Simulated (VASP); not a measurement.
A run of VASP 6.6.1:

INCAR

```
SYSTEM = CdSb2C
  PREC = Accurate
  ENCUT = 520
  EDIFF = 1E-6
  ISMEAR = -1
  SIGMA = 0.02
  LREAL = .FALSE.
  LASPH = .TRUE.
  NELM = 60
  ALGO = Normal
  ISIF = 2
  LWAVE = .FALSE.
  LCHARG = .FALSE.
  GGA = PE
  NBANDS = 36
```

File KPOINTS:

```
Automatic mesh
0
G
  6 6 6
  0 0 0
```

The input POSCAR:

```
CdSb2C
1.0
   -3.0444077254      3.0444077254      5.1222655855
    3.0444077254     -3.0444077254      5.1222655855
    3.0444077254      3.0444077254     -5.1222655855
Cd Sb C
2 4 2
Direct
    0.0000000000      0.0000000000      0.0000000000
    0.7500000000      0.2500000000      0.5000000000
    0.3750000000      0.4513221423      0.5763221423
    0.2013221423      0.6250000000      0.0763221423
    0.8750000000      0.7986778577      0.4236778577
    0.5486778577      0.1250000000     -0.0763221423
    0.5000000000      0.5000000000      0.0000000000
    0.2500000000      0.7500000000      0.5000000000
```

Potentials or basis: VASP PAW PBE potentials, release 64 (Cd, Sb, C).

The run is started by

```console
$ cat potpaw_PBE.64/Cd/POTCAR potpaw_PBE.64/Sb/POTCAR potpaw_PBE.64/C/POTCAR > POTCAR
$ mpirun -np 1 vasp_std > vasp.out
```

Hardware: 1 thread of Intel Xeon 8259CL, with other jobs on the host.

**Question.** Estimate the wall time of this run.

**Answer.** It took 8 min on 1 thread of Intel Xeon 8259CL, on a shared host, peak memory 0.45 GiB. Counts: scf iterations 15, k points 30.
